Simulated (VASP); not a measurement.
The system is CaF2.

```
Ca F
1.0
     0.00000    2.73100    2.73100
     2.73100    0.00000    2.73100
     2.73100    2.73100    0.00000
Ca F
1 2
Direct
  0.00000 0.00000 0.00000
  0.25000 0.25000 0.25000
  0.75000 0.75000 0.75000
```

Program: VASP 6.6.1. Alike in all runs: task single point; no spin polarisation; cell as given; k mesh 6 × 6 × 6; smearing gaussian 0.01 eV.

**Question.** Order these runs on this cell by their pressure, lowest first.
A. level BLYP; potentials or basis VASP PAW PBE potentials, release 64 (Ca_sv, F); cutoff (eV) 600
B. level PBE; potentials or basis VASP PAW PBE potentials, release 64 (Ca_sv, F); cutoff (eV) 600
C. level LDA; potentials or basis VASP PAW LDA potentials, release 64 (Ca_sv, F); cutoff (eV) 600
D. level r2SCAN; potentials or basis VASP PAW PBE potentials, release 64 (Ca_sv, F); cutoff (eV) 660

**Answer.** C (-6.2 GPa), D (-0.7 GPa), B (2.4 GPa), A (4.3 GPa).

Caveats: the PAW data sets were made with another functional, which shifts forces and pressure a little (at least some runs); the cell stands under tension (at least some runs); the cell stands under pressure (at least some runs).
